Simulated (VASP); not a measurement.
Br:

```xyz
4
Lattice="3.4292 -2.3681 0.0000 3.4292 2.3681 0.0000 0.0000 0.0000 8.8730" Properties=species:S:1:pos:R:3 pbc="T T T"
Br    3.4292    0.6389    3.4613
Br    3.4292    1.7292    7.8978
Br    3.4292   -0.6389    5.4116
Br    3.4292   -1.7292    0.9751
```

This cell differs from its parent crystal: volume scaled by 1.06.

Base run:

```yaml
Program: VASP 6.6.1
Functional: PBEsol
Potentials_or_basis: VASP PAW PBE potentials, release 64 (Br)
Cutoff: 520 eV
k_mesh: 7 × 7 × 3
Occupations: fermi-dirac, width 0.05 eV
Spin: no spin polarisation
```

Its results: band gap on the k mesh 1.67 eV, indirect (least direct gap 1.69 eV); pressure -1.3 GPa; largest force 0.159 eV/Å.

Task: The run is repeated on the same cell with these changes: functional from PBEsol to LDA; potentials or basis from VASP PAW PBE potentials, release 64 (Br) to VASP PAW LDA potentials, release 64 (Br). What comes out?

Result: Band gap on the k mesh 1.58 eV, indirect (least direct gap 1.60 eV); pressure -2.5 GPa; largest force 0.160 eV/Å.

Caveats: the PAW data sets were made with another functional, which shifts forces and pressure a little (some runs).

A k mesh can miss the band edges.
